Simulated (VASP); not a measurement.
# ZnS (P6_3mc) in VASP: a series of runs

Runs on ZnS. Level: r2SCAN. Tasks: single point.

All numbers are computed with VASP 6.6.1; they aren't measurements. Logs are shortened: lines on timing, memory, paths and dates and some standing lists are left out, and cuts for length are marked.

### 1 The cell of the first run

It takes space group P6_3mc (No. 186, hexagonal). Conventional cell: a = 3.921 Å, b = 3.921 Å, c = 6.432 Å, α = 90.00°, β = 90.00°, γ = 120.00°. Zn (site symmetry 3m) has 4 S at 2.40 to 2.41 Å within 3.2 Å. Within 3.2 Å of S (site symmetry 3m) lie 4 Zn at 2.40 to 2.41 Å.

### 2 Single point, r2SCAN (equal strain along all axes, cell held: +3.0 %, then relaxed in part)

The input, POSCAR:

```
ZnS
1.0
    3.9207141637      0.0000000000      0.0000000000
   -1.9603570819      3.3954380668      0.0000000000
    0.0000000000      0.0000000000      6.4321469233
Zn S
2 2
Direct
    0.3333333333      0.6666666667      0.0000515371
    0.6666666667      0.3333333333      0.5000515371
    0.3333333333      0.6666666667      0.3749484629
    0.6666666667      0.3333333333      0.8749484629
```

The input, INCAR.step1:

```
SYSTEM = ZnS
PREC = Accurate ; ENCUT = 520
ISMEAR = 0 ; SIGMA = 0.02
LREAL = .FALSE. ; LASPH = .TRUE.
NELM = 100 ; NBANDS = 26
GGA = PE ; ALGO = Normal
EDIFF = 1E-4 ; LWAVE = .TRUE.
LCHARG = .FALSE.
```

The input, INCAR.step2:

```
SYSTEM = ZnS
PREC = Accurate ; ENCUT = 520
EDIFF = 1E-6 ; ISMEAR = 0
SIGMA = 0.02 ; LREAL = .FALSE.
LASPH = .TRUE. ; NELM = 100
ALGO = Normal ; ISIF = 2
LWAVE = .FALSE. ; LCHARG = .FALSE.
METAGGA = R2SCAN ; LMIXTAU = .TRUE.
NBANDS = 26 ; ISTART = 1
```

The input, KPOINTS:

```
regular mesh
0
G
  6 6 4
  0 0 0
```

Potentials or basis: VASP PAW PBE potentials, release 64 (Zn, S).

Started as:

```
$ cat potpaw_PBE.64/Zn/POTCAR potpaw_PBE.64/S/POTCAR > POTCAR
$ cp INCAR.step1 INCAR
$ mpirun -np 1 vasp_std > vasp.out
$ cp INCAR.step2 INCAR
$ mpirun -np 1 vasp_std > vasp.out
```

OUTCAR:

```text
SYSTEM = ZnS
   PREC = Accurate
   ENCUT = 520
   EDIFF = 1E-6
   ISMEAR = 0
   LREAL = .FALSE.
   LASPH = .TRUE.
   NELM = 100
   ISIF = 2
   METAGGA = R2SCAN
   ISTART = 1

 ion  position               nearest neighbor table
   1  0.333  0.667  0.000-   4 2.40   4 2.40   4 2.40   3 2.41
   2  0.667  0.333  0.500-   3 2.40   3 2.40   3 2.40   4 2.41
   3  0.333  0.667  0.375-   2 2.40   2 2.40   2 2.40   1 2.41
   4  0.667  0.333  0.875-   1 2.40   1 2.40   1 2.40   2 2.41

  LATTYP: Found a hexagonal cell.
 ALAT       =     3.9207141637
 C/A-ratio  =     1.6405549231

  Lattice vectors:

 A1 = (   3.9207141637,   0.0000000000,   0.0000000000)
 A2 = (  -1.9603570819,   3.3954380668,   0.0000000000)
 A3 = (   0.0000000000,   0.0000000000,   6.4321469233)

Analysis of symmetry for initial positions (statically):
=====================================================================
 Subroutine PRICEL returns:
 Original cell was already a primitive cell.

 Routine SETGRP: Setting up the symmetry group for a
 hexagonal supercell.

 Subroutine GETGRP returns: Found 12 space group operations
 (whereof  6 operations were pure point group operations)
 out of a pool of 24 trial point group operations.

The static configuration has the point symmetry C_3v.
 The point group associated with its full space group is C_6v.

Analysis of symmetry for dynamics (positions and initial velocities):
=====================================================================
 Subroutine PRICEL returns:
 Original cell was already a primitive cell.

 Routine SETGRP: Setting up the symmetry group for a
 hexagonal supercell.

 Subroutine GETGRP returns: Found 12 space group operations
 (whereof  6 operations were pure point group operations)
 out of a pool of 24 trial point group operations.

The dynamic configuration has the point symmetry C_3v.
 The point group associated with its full space group is C_6v.

 Subroutine INISYM returns: Found 12 space group operations
 (whereof  6 operations are pure point group operations),
 and found     1 'primitive' translations

----------------------------------------------------------------------------------------

                                     Primitive cell

  volume of cell :      85.6282

  direct lattice vectors                    reciprocal lattice vectors
     3.920714164  0.000000000  0.000000000     0.255055574  0.147256404  0.000000000
    -1.960357082  3.395438067  0.000000000     0.000000000  0.294512808  0.000000000
     0.000000000  0.000000000  6.432146923     0.000000000  0.000000000  0.155469086
[... 86 lines left out ...]
   EDIFFG = 0.1E-04   stopping-criterion for IOM
   NSW    =      0    number of steps for IOM
   IBRION =     -1    ionic relax: 0-MD 1-quasi-New 2-CG
   NFREE  =      0    steps in history (QN), initial steepest desc. (CG)
   ISIF   =      2    stress and relaxation
   ISYM   =      2    0-nonsym 1-usesym 2-fastsym
   POTIM  = 0.5000    time-step for ionic-motion
   TEBEG  =    0.0;   TEEND  =   0.0 temperature during run
   PSTRESS=    0.0 pullay stress
   NELECT =      36.0000    total number of electrons
   NUPDOWN=      -1.0000    fix difference up-down
   EMIN   =  10.00;   EMAX   =-10.00  energy-range for DOS
   EFERMI =   0.00;   METHOD = LEGACY
   ISMEAR =     0;   SIGMA  =   0.02  broadening in eV -4-tet -1-fermi 0-gaus
   EFERMI_NEDOS =   21; number of points for ismear=-14 and -15
   IALGO  =     38    algorithm
   IMIX   =      4    mixing-type and parameters
     AMIX     =   0.40;   BMIX     =  1.00
     AMIX_MAG =   1.60;   BMIX_MAG =  1.00
  volume/ion in A,a.u.               =      21.41       144.46
  Fermi-wavevector in a.u.,A,eV,Ry     =   1.226413  2.317584 20.464365  1.504088
  Thomas-Fermi vector in A             =   2.361415
   LORBIT       =      0    0 simple, 1 ext, 2 COOP (PROOUT), +10 PAW based schemes
   METAGGA = R2SCAN    functional components
   LHFCALC =     F    Hartree Fock is set to
   AEXX    =    0.0000 exact exchange contribution
   IVDW    =     0    specifies the selected vdW correction
   LEPSILON=     F    determine dielectric tensor
   LRPA    =     F    only Hartree local field effects (RPA)
 non-spin polarized calculation
 Gauss-broadening in eV      SIGMA  =   0.02
  energy-cutoff  :      520.00
  volume of cell :       85.63
 maximum number of plane-waves:      2364
 NGX is ok and might be reduce to    30
   NGX = 15   NGY = 15   NGZ = 23

 number of electron      35.9999996 magnetization

 Free energy of the ion-electron system (eV)
  ---------------------------------------------------
  ext. energy  EPLUGINS =         0.00000000
  ---------------------------------------------------
  free energy    TOTEN  =       -37.57929550 eV

  energy without entropy =      -37.57929550  energy(sigma->0) =      -37.57929550

 E-fermi :   1.2064     XC(G=0):  -9.8697

 val. band max:        1.1195089577   @ k =   0.0000   0.0000   0.0000
 cond. band min:       3.4898099759   @ k =   0.0000   0.0000   0.0000
 fundamental gap:      2.3703010182
 Fermi energy:         1.2063781709

 k-point     1 :       0.0000    0.0000    0.0000
  band No.  band energies     occupation
      1     -12.0242      2.00000
      2     -11.2228      2.00000
      3      -5.0976      2.00000
      4      -5.0903      2.00000
      5      -5.0902      2.00000
      6      -5.0155      2.00000
[... 598 lines left out ...]
     25      11.2976      0.00000
     26      11.2976      0.00000

------------------------ aborting loop because EDIFF is reached ----------------------------------------

  FORCE on cell =-STRESS in cart. coord.  units (eV):
  Direction    XX          YY          ZZ          XY          YZ          ZX
  --------------------------------------------------------------------------------------
  -------------------------------------------------------------------------------------
  Total       -3.0417075     -3.0417075     -3.1157444      0.0000000      0.0000000      0.0000000
  in kB      -56.9129471    -56.9129471    -58.2982419      0.0000000      0.0000000      0.0000000
  external PRESSURE =     -57.3747121 kB  Pullay stress =       0.0000000 kB

 VOLUME and BASIS-vectors are now :
 -----------------------------------------------------------------------------
  energy-cutoff  :      520.00
  volume of cell :       85.63
      direct lattice vectors                 reciprocal lattice vectors
     3.920714164  0.000000000  0.000000000     0.255055574  0.147256404  0.000000000
    -1.960357082  3.395438067  0.000000000     0.000000000  0.294512808  0.000000000
     0.000000000  0.000000000  6.432146923     0.000000000  0.000000000  0.155469086

 POSITION                                       TOTAL-FORCE (eV/Angst)
 -----------------------------------------------------------------------------------
     -0.00000      2.26363      0.00033         0.000000      0.000000     -0.001742
      1.96036      1.13181      3.21640        -0.000000     -0.000000     -0.001742
     -0.00000      2.26363      2.41172         0.000000      0.000000      0.001742
      1.96036      1.13181      5.62780         0.000000      0.000000      0.001742
 -----------------------------------------------------------------------------------
    total drift:                               -0.000000     -0.000000     -0.013017

  FREE ENERGIE OF THE ION-ELECTRON SYSTEM (eV)
  ---------------------------------------------------
  free  energy   TOTEN  =       -37.5792954957 eV

  energy  without entropy=      -37.5792954957  energy(sigma->0) =      -37.57929550
```

OUTCAR.step1:

```text
SYSTEM = ZnS
   PREC = Accurate
   ENCUT = 520
   ISMEAR = 0
   LREAL = .FALSE.
   LASPH = .TRUE.
   NELM = 100
[... 834 lines left out ...]
      1.96036      1.13181      3.21640        -0.000000     -0.000000      0.002289
     -0.00000      2.26363      2.41172         0.000000     -0.000000     -0.002289
      1.96036      1.13181      5.62780        -0.000000      0.000000     -0.002289
 -----------------------------------------------------------------------------------
    total drift:                               -0.000001     -0.000001     -0.000159

  FREE ENERGIE OF THE ION-ELECTRON SYSTEM (eV)
  ---------------------------------------------------
  free  energy   TOTEN  =       -13.6383006007 eV

  energy  without entropy=      -13.6383006007  energy(sigma->0) =      -13.63830060
```

OSZICAR.step1:

```text
N       E                     dE             d eps       ncg     rms          rms(c)
DAV:   1     0.241576429293E+03    0.24158E+03   -0.16996E+04  1092   0.162E+03
DAV:   2     0.105534021654E+02   -0.23102E+03   -0.22131E+03  1108   0.338E+02
DAV:   3    -0.139001900013E+02   -0.24454E+02   -0.24222E+02  1310   0.110E+02
DAV:   4    -0.144926863731E+02   -0.59250E+00   -0.59119E+00  1260   0.172E+01
DAV:   5    -0.145019913127E+02   -0.93049E-02   -0.93029E-02  1322   0.212E+00    0.843E+00
DAV:   6    -0.136457934604E+02    0.85620E+00   -0.16452E+00  1642   0.352E+01    0.661E+00
DAV:   7    -0.136409610250E+02    0.48324E-02   -0.10394E+00  1166   0.596E+00    0.321E+00
DAV:   8    -0.136372676353E+02    0.36934E-02   -0.34721E-02  1372   0.201E+00    0.807E-01
DAV:   9    -0.136378554734E+02   -0.58784E-03   -0.67269E-03  1450   0.139E+00    0.205E-01
DAV:  10    -0.136380728692E+02   -0.21740E-03   -0.80186E-04  1192   0.296E-01    0.855E-02
DAV:  11    -0.136383031326E+02   -0.23026E-03   -0.38325E-04  1058   0.117E-01    0.642E-02
DAV:  12    -0.136383006007E+02    0.25319E-05   -0.11510E-05   690   0.251E-02
   1 F= -.13638301E+02 E0= -.13638301E+02  d E =-.197730E-17
```

It took 4.7 min on 1 thread of Intel Xeon 8259CL, shared host; peak memory 0.22 GiB.

Results:

* Free energy: -37.5793 eV
* Pressure: -5.7 GPa
* Band gap on the k mesh: 2.37 eV

Stress tensor (GPa, compression positive):
```
-5.69  0.00  0.00
 0.00 -5.69  0.00
 0.00  0.00 -5.83
```

Levels at points of the mesh, in eV from the valence-band top:
| k point | band 15 | band 16 | band 17 | band 18 | band 19 | band 20 | band 21 | band 22 |
| --- | --- | --- | --- | --- | --- | --- | --- | --- |
| (0.00, 0.00, 0.00) | -0.79 | -0.07 | 0.00 | 0.00 | 2.37 | 3.44 | 6.85 | 6.85 |
| (0.50, 0.00, 0.00) | -2.94 | -1.99 | -1.47 | -0.79 | 4.09 | 4.52 | 5.51 | 7.43 |
| (0.00, 0.00, 0.50) | -0.41 | -0.41 | -0.41 | -0.41 | 3.82 | 3.82 | 7.12 | 7.12 |
| (0.50, 0.00, 0.50) | -1.46 | -1.46 | -1.44 | -1.44 | 3.92 | 3.92 | 5.69 | 5.69 |

Caveat: the cell differs from its parent crystal (equal strain along all axes, cell held: +3.0 %, then relaxed in part); the cell stands under tension; the PAW data sets were made with another functional, which shifts forces and pressure a little.

### 3 Single point, r2SCAN

POSCAR is that of step 2.

The input, INCAR.step1:

```
PREC = Accurate ; ENCUT = 520
ISMEAR = 0 ; SIGMA = 0.02
LREAL = False ; LASPH = True
NELM = 100 ; NBANDS = 26
GGA = PE ; ALGO = Normal
EDIFF = 1E-4 ; LWAVE = True
LCHARG = False
```

The input, INCAR.step2:

```
PREC = Accurate ; ENCUT = 520
EDIFF = 1E-7 ; ISMEAR = 0
SIGMA = 0.02 ; LREAL = False
LASPH = True ; NELM = 100
ALGO = Normal ; ISIF = 2
LWAVE = False ; LCHARG = True
METAGGA = R2SCAN ; LMIXTAU = True
LELF = True ; LVHAR = True
NBANDS = 26 ; ISTART = 1
```

The input, KPOINTS:

```
regular mesh
0
Gamma
  6 6 4
```

Potentials or basis: VASP PAW PBE potentials, release 64 (Zn, S).

Started as:

```
$ cat potpaw_PBE.64/Zn/POTCAR potpaw_PBE.64/S/POTCAR > POTCAR
$ cp INCAR.step1 INCAR
$ mpirun -np 1 vasp_std > vasp.out
$ cp INCAR.step2 INCAR
$ mpirun -np 1 vasp_std > vasp.out
```

It took 5.7 min on 1 thread of Intel Xeon 8259CL, shared host; peak memory 0.22 GiB.

It converged, with:

```yaml
Free_energy: -37.5793 eV
Pressure: -5.7 GPa
Band_gap_on_the_k_mesh: 2.37 eV
```

Stress tensor (GPa, compression positive):
```
-5.69  0.00  0.00
 0.00 -5.69  0.00
 0.00  0.00 -5.83
```

Levels at points of the mesh, in eV from the valence-band top:
| k point | band 15 | band 16 | band 17 | band 18 | band 19 | band 20 | band 21 | band 22 |
| --- | --- | --- | --- | --- | --- | --- | --- | --- |
| (0.00, 0.00, 0.00) | -0.79 | -0.07 | 0.00 | 0.00 | 2.37 | 3.44 | 6.85 | 6.85 |
| (0.50, 0.00, 0.00) | -2.94 | -1.99 | -1.47 | -0.79 | 4.09 | 4.52 | 5.51 | 7.43 |
| (0.00, 0.00, 0.50) | -0.41 | -0.41 | -0.41 | -0.41 | 3.82 | 3.82 | 7.12 | 7.12 |
| (0.50, 0.00, 0.50) | -1.46 | -1.46 | -1.44 | -1.44 | 3.92 | 3.92 | 5.69 | 5.69 |

Caveat: the cell stands under tension; the PAW data sets were made with another functional, which shifts forces and pressure a little.

### 4 Single point, r2SCAN (biaxial strain in the a-b plane: -3.0 %, then relaxed in part)

The input, POSCAR:

```
ZnS
1.0
    3.6923230418      0.0000000000      0.0000000000
   -1.8461615209      3.1976455532      0.0000000000
    0.0000000000      0.0000000000      6.3589431756
Zn S
2 2
Direct
    0.3333333333      0.6666666667      0.0050929333
    0.6666666667      0.3333333333      0.5050929333
    0.3333333333      0.6666666667      0.3699070667
    0.6666666667      0.3333333333      0.8699070667
```

The input, INCAR.step1:

```
  PREC = Accurate
  ENCUT = 520
  ISMEAR = 0
  SIGMA = 0.02
  LREAL = F
  LASPH = T
  NELM = 80
  NBANDS = 26
  GGA = PE
  ALGO = Normal
  EDIFF = 1E-4
  LWAVE = T
  LCHARG = F
```

The input, INCAR.step2:

```
  PREC = Accurate
  ENCUT = 520
  EDIFF = 1E-6
  ISMEAR = 0
  SIGMA = 0.02
  LREAL = F
  LASPH = T
  NELM = 80
  ALGO = Normal
  ISIF = 2
  LWAVE = F
  LCHARG = F
  METAGGA = R2SCAN
  LMIXTAU = T
  NBANDS = 26
  ISTART = 1
```

The input, KPOINTS:

```
Automatic mesh
0
Gamma
  6 6 4
```

Started as:

```
$ cat potpaw_PBE.64/Zn/POTCAR potpaw_PBE.64/S/POTCAR > POTCAR
$ cp INCAR.step1 INCAR
$ mpirun -np 1 vasp_std > vasp.out
$ cp INCAR.step2 INCAR
$ mpirun -np 1 vasp_std > vasp.out
```

It took 3.3 min on 1 thread of Intel Xeon 8259CL, shared host; peak memory 0.21 GiB.

Results (log left out):

- Free energy: -37.6456 eV
- Pressure: 3.5 GPa
- Largest force: 0.008 eV/Å
- Band gap on the k mesh: 2.76 eV

Forces on the atoms (eV/Å):
```
Zn   0.000  0.000  0.008
Zn   0.000  0.000  0.008
S    0.000  0.000 -0.008
S    0.000  0.000 -0.008
```

Stress tensor (GPa, compression positive):
```
5.25 0.00 0.00
0.00 5.25 0.00
0.00 0.00 0.00
```

Levels at points of the mesh, in eV from the valence-band top:
```csv
k point,band 16,band 17,band 18,band 19,band 20,band 21
"(0.00, 0.00, 0.00)",-0.40,0.00,0.00,2.76,4.09,6.56
"(0.50, 0.00, 0.00)",-2.38,-2.06,-0.99,4.17,4.65,5.11
"(0.00, 0.00, 0.50)",-0.47,-0.47,-0.47,4.43,4.43,7.11
"(0.50, 0.00, 0.50)",-2.09,-1.74,-1.74,3.71,3.71,5.54
```

Caveat: the cell differs from its parent crystal (biaxial strain in the a-b plane: -3.0 %, then relaxed in part); the cell stands under pressure; the PAW data sets were made with another functional, which shifts forces and pressure a little.

[end of part 1 of 2]
